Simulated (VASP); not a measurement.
# HfSi3O8 (P-4) in VASP: a series of runs, part 2 of 2

VASP 6.6.1. Earlier steps stand in the parts before.

### Step 3. Single point, PBE

INCAR reads:

```
SYSTEM = HfSi3O8
PREC = Accurate
ENCUT = 520
EDIFF = 1E-6
ISMEAR = 0
SIGMA = 0.02
LREAL = .FALSE.
LASPH = .TRUE.
NELM = 100
ALGO = Normal
ISIF = 2
LWAVE = .FALSE.
LCHARG = .TRUE.
GGA = PE
LELF = .TRUE.
LVHAR = .TRUE.
NBANDS = 47
```

KPOINTS reads:

```
Automatic mesh
0
G
  4 4 4
  0 0 0
```

POSCAR reads:

```
HfSi3O8
1.0
    5.3228272445      0.0000000000      0.0000000000
    0.0000000000      5.3228272445      0.0000000000
    0.0000000000      0.0000000000      7.9365090900
Hf Si O
1 3 8
Direct
    0.5000000000      0.5000000000      0.5000000000
    0.0000000000      0.0000000000      0.0000000000
    0.5000000000      0.0000000000      0.7781413922
    0.0000000000      0.5000000000      0.2218586078
    0.4226919822      0.7687585125      0.6554806510
    0.9303955131      0.2516207265      0.1090817262
    0.7483792735      0.9303955131      0.8909182738
    0.2312414875      0.4226919822      0.3445193490
    0.5773080178      0.2312414875      0.6554806510
    0.0696044869      0.7483792735      0.1090817262
    0.2516207265      0.0696044869      0.8909182738
    0.7687585125      0.5773080178      0.3445193490
```

Potentials or basis: VASP PAW PBE potentials, release 64 (Hf_pv, Si, O).

On the command line:

```bash
cat potpaw_PBE.64/Hf_pv/POTCAR potpaw_PBE.64/Si/POTCAR potpaw_PBE.64/O/POTCAR > POTCAR
mpirun -np 1 vasp_std > vasp.out
```

OUTCAR:

```text
SYSTEM = HfSi3O8
   PREC = Accurate
   ENCUT = 520
   EDIFF = 1E-6
   ISMEAR = 0
   LREAL = .FALSE.
   LASPH = .TRUE.
   NELM = 100
   ISIF = 2
   GGA = PE

 ion  position               nearest neighbor table
   1  0.500  0.500  0.500-   5 1.93   8 1.93   9 1.93  12 1.93   3 3.46   4 3.46   3 3.46   4 3.46

   2  0.000  0.000  0.000-   6 1.64   7 1.64  10 1.64  11 1.64
   3  0.500  0.000  0.778-   5 1.62   9 1.62   7 1.64  11 1.64   1 3.46   1 3.46
   4  0.000  0.500  0.222-   8 1.62  12 1.62  10 1.64   6 1.64   1 3.46   1 3.46
   5  0.423  0.769  0.655-   3 1.62   1 1.93
   6  0.930  0.252  0.109-   2 1.64   4 1.64
   7  0.748  0.930  0.891-   2 1.64   3 1.64
   8  0.231  0.423  0.345-   4 1.62   1 1.93
   9  0.577  0.231  0.655-   3 1.62   1 1.93
  10  0.070  0.748  0.109-   2 1.64   4 1.64
  11  0.252  0.070  0.891-   2 1.64   3 1.64
  12  0.769  0.577  0.345-   4 1.62   1 1.93

  LATTYP: Found a simple tetragonal cell.
 ALAT       =     5.3228272445
 C/A-ratio  =     1.4910326271

  Lattice vectors:

 A1 = (   5.3228272445,   0.0000000000,   0.0000000000)
 A2 = (   0.0000000000,   5.3228272445,   0.0000000000)
 A3 = (   0.0000000000,   0.0000000000,   7.9365090900)

Analysis of symmetry for initial positions (statically):
=====================================================================
 Subroutine PRICEL returns:
 Original cell was already a primitive cell.

 Routine SETGRP: Setting up the symmetry group for a
 simple tetragonal supercell.

 Subroutine GETGRP returns: Found  4 space group operations
 (whereof  4 operations were pure point group operations)
 out of a pool of 16 trial point group operations.

The static configuration has the point symmetry S_4 .

Analysis of symmetry for dynamics (positions and initial velocities):
=====================================================================
 Subroutine PRICEL returns:
 Original cell was already a primitive cell.

 Routine SETGRP: Setting up the symmetry group for a
 simple tetragonal supercell.

 Subroutine GETGRP returns: Found  4 space group operations
 (whereof  4 operations were pure point group operations)
 out of a pool of 16 trial point group operations.

The dynamic configuration has the point symmetry S_4 .

 Subroutine INISYM returns: Found  4 space group operations
 (whereof  4 operations are pure point group operations),
 and found     1 'primitive' translations

----------------------------------------------------------------------------------------

                                     Primitive cell

  volume of cell :     224.8611

  direct lattice vectors                    reciprocal lattice vectors
     5.322827244  0.000000000  0.000000000     0.187870084  0.000000000  0.000000000
     0.000000000  5.322827244  0.000000000     0.000000000  0.187870084  0.000000000
     0.000000000  0.000000000  7.936509090     0.000000000  0.000000000  0.125999982

  length of vectors
     5.322827244  5.322827244  7.936509090     0.187870084  0.187870084  0.125999982

  position of ions in fractional coordinates (direct lattice)
     0.500000000  0.500000000  0.500000000
     0.000000000  0.000000000  0.000000000
     0.500000000  0.000000000  0.778141392
     0.000000000  0.500000000  0.221858608
[... 71 lines left out ...]
   number of dos      NEDOS =    301   number of ions     NIONS =     12
   total plane-waves  NPLWV =  96000
   dimension x,y,z NGX =    40 NGY =   40 NGZ =   60
   dimension x,y,z NGXF=    80 NGYF=   80 NGZF=  120
   ions per type =               1   3   8
   NGX,Y,Z   is equivalent  to a cutoff of  12.49, 12.49, 12.57 a.u.
   NGXF,Y,Z  is equivalent  to a cutoff of  24.99, 24.99, 25.14 a.u.
 SYSTEM =  HfSi3O8
   PREC   = accura    normal or accurate (medium, high low for compatibility)
   ISTART =      0    job   : 0-new  1-cont  2-samecut
   ICHARG =      2    charge: 1-file 2-atom 10-const
   ISPIN  =      1    spin polarized calculation?
   LNONCOLLINEAR =      F non collinear calculations
   LSORBIT =      F    spin-orbit coupling
   LASPH  =      T    aspherical Exc in radial PAW
   ENCUT  =  520.0 eV  38.22 Ry    6.18 a.u.   9.90  9.90 14.76*2*pi/ulx,y,z
   NELM   =    100;   NELMIN=  2; NELMDL= -5     # of ELM steps
   EDIFF  = 0.1E-05   stopping-criterion for ELM
   LREAL  =      F    real-space projection
   EDIFFG = 0.1E-04   stopping-criterion for IOM
   NSW    =      0    number of steps for IOM
   IBRION =     -1    ionic relax: 0-MD 1-quasi-New 2-CG
   NFREE  =      0    steps in history (QN), initial steepest desc. (CG)
   ISIF   =      2    stress and relaxation
   ISYM   =      2    0-nonsym 1-usesym 2-fastsym
   POTIM  = 0.5000    time-step for ionic-motion
   TEBEG  =    0.0;   TEEND  =   0.0 temperature during run
   PSTRESS=    0.0 pullay stress
   NELECT =      70.0000    total number of electrons
   NUPDOWN=      -1.0000    fix difference up-down
   EMIN   =  10.00;   EMAX   =-10.00  energy-range for DOS
   EFERMI =   0.00;   METHOD = LEGACY
   ISMEAR =     0;   SIGMA  =   0.02  broadening in eV -4-tet -1-fermi 0-gaus
   EFERMI_NEDOS =   21; number of points for ismear=-14 and -15
   IALGO  =     38    algorithm
   IMIX   =      4    mixing-type and parameters
     AMIX     =   0.40;   BMIX     =  1.00
     AMIX_MAG =   1.60;   BMIX_MAG =  1.00
  volume/ion in A,a.u.               =      18.74       126.45
  Fermi-wavevector in a.u.,A,eV,Ry     =   1.109522  2.096693 16.749317  1.231040
  Thomas-Fermi vector in A             =   2.246063
   LORBIT       =      0    0 simple, 1 ext, 2 COOP (PROOUT), +10 PAW based schemes
   GGA     = PE    functional components
   LHFCALC =     F    Hartree Fock is set to
   AEXX    =    0.0000 exact exchange contribution
   IVDW    =     0    specifies the selected vdW correction
   LEPSILON=     F    determine dielectric tensor
   LRPA    =     F    only Hartree local field effects (RPA)
 non-spin polarized calculation
 Gauss-broadening in eV      SIGMA  =   0.02
  energy-cutoff  :      520.00
  volume of cell :      224.86
 maximum number of plane-waves:      6088
 NGX is ok and might be reduce to    40
   NGX = 19   NGY = 19   NGZ = 29

 number of electron      70.0000006 magnetization

 Free energy of the ion-electron system (eV)
  ---------------------------------------------------
  ext. energy  EPLUGINS =         0.00000000
  ---------------------------------------------------
  free energy    TOTEN  =      -100.74118727 eV

  energy without entropy =     -100.74118727  energy(sigma->0) =     -100.74118727

 E-fermi :  -1.2328     XC(G=0):  -7.4217

 val. band max:       -1.4086459433   @ k =   0.0000   0.0000   0.0000
 cond. band min:       3.4966777979   @ k =   0.0000   0.0000   0.0000
 fundamental gap:      4.9053237412
 Fermi energy:        -1.2327932877

 k-point     1 :       0.0000    0.0000    0.0000
  band No.  band energies     occupation
      1     -30.1459      2.00000
      2     -30.1459      2.00000
      3     -30.0995      2.00000
      4     -20.2871      2.00000
      5     -19.4057      2.00000
      6     -18.7216      2.00000
[... 889 lines left out ...]
     46       7.8454      0.00000
     47       8.1008      0.00000

------------------------ aborting loop because EDIFF is reached ----------------------------------------

  FORCE on cell =-STRESS in cart. coord.  units (eV):
  Direction    XX          YY          ZZ          XY          YZ          ZX
  --------------------------------------------------------------------------------------
  -------------------------------------------------------------------------------------
  Total       -0.2684210     -0.2684210     -0.3785846     -0.0000008      0.0000000      0.0000000
  in kB       -1.9125503     -1.9125503     -2.6974866     -0.0000058      0.0000000      0.0000000
  external PRESSURE =      -2.1741957 kB  Pullay stress =       0.0000000 kB

 VOLUME and BASIS-vectors are now :
 -----------------------------------------------------------------------------
  energy-cutoff  :      520.00
  volume of cell :      224.86
      direct lattice vectors                 reciprocal lattice vectors
     5.322827244  0.000000000  0.000000000     0.187870084  0.000000000  0.000000000
     0.000000000  5.322827244  0.000000000     0.000000000  0.187870084  0.000000000
     0.000000000  0.000000000  7.936509090     0.000000000  0.000000000  0.125999982

 POSITION                                       TOTAL-FORCE (eV/Angst)
 -----------------------------------------------------------------------------------
      2.66141      2.66141      3.96825         0.000000      0.000000      0.000000
      0.00000      0.00000      0.00000         0.000000      0.000000      0.000000
      2.66141      0.00000      6.17573         0.000000      0.000000      0.030852
      0.00000      2.66141      1.76078         0.000000      0.000000     -0.030852
      2.24992      4.09197      5.20223         0.028816     -0.147896     -0.121316
      4.95233      1.33933      0.86573         0.007677      0.005396      0.002526
      3.98349      4.95233      7.07078        -0.005396      0.007677     -0.002526
      1.23086      2.24992      2.73428         0.147896      0.028816      0.121316
      3.07291      1.23086      5.20223        -0.028816      0.147896     -0.121316
      0.37049      3.98349      0.86573        -0.007677     -0.005396      0.002526
      1.33933      0.37049      7.07078         0.005396     -0.007677     -0.002526
      4.09197      3.07291      2.73428        -0.147896     -0.028816      0.121316
 -----------------------------------------------------------------------------------
    total drift:                               -0.000000     -0.000000     -0.000000

  FREE ENERGIE OF THE ION-ELECTRON SYSTEM (eV)
  ---------------------------------------------------
  free  energy   TOTEN  =      -100.7411872725 eV

  energy  without entropy=     -100.7411872725  energy(sigma->0) =     -100.74118727
```

It took 3 min on 1 thread of Intel Xeon 6975P-C, shared host; peak memory 0.39 GiB.

Results:

```yaml
Free_energy: -100.7412 eV
Pressure: -0.2 GPa
Largest_force: 0.193 eV/Å
Band_gap_on_the_k_mesh: 4.91 eV, direct
```

Forces on the atoms (eV/Å):
```
Hf   0.000  0.000  0.000
Si   0.000  0.000  0.000
Si   0.000  0.000  0.031
Si   0.000  0.000 -0.031
O    0.029 -0.148 -0.121
O    0.008  0.005  0.003
O   -0.005  0.008 -0.003
O    0.148  0.029  0.121
O   -0.029  0.148 -0.121
O   -0.008 -0.005  0.003
O    0.005 -0.008 -0.003
O   -0.148 -0.029  0.121
```

Levels at points of the mesh, in eV from the valence-band top:
| k point | band 32 | band 33 | band 34 | band 35 | band 36 | band 37 | band 38 | band 39 |
| --- | --- | --- | --- | --- | --- | --- | --- | --- |
| (0.00, 0.00, 0.00) | -0.52 | -0.37 | 0.00 | 0.00 | 4.91 | 6.31 | 6.61 | 6.87 |
| (0.50, 0.00, 0.00) | -0.51 | -0.48 | -0.30 | -0.11 | 6.04 | 6.36 | 6.82 | 7.04 |
| (0.50, 0.50, 0.00) | -0.58 | -0.58 | -0.58 | -0.46 | 6.35 | 6.44 | 7.07 | 7.12 |
| (0.00, 0.00, 0.50) | -0.34 | -0.34 | -0.10 | -0.10 | 5.60 | 6.09 | 6.26 | 6.63 |
| (0.50, 0.00, 0.50) | -0.75 | -0.71 | -0.15 | -0.03 | 6.09 | 6.38 | 6.99 | 7.02 |
| (0.50, 0.50, 0.50) | -0.68 | -0.58 | -0.50 | -0.50 | 6.42 | 6.46 | 7.10 | 7.10 |

Caveat: spin-orbit coupling is left out, which moves the levels of the heavy elements. A k mesh can miss the band edges.
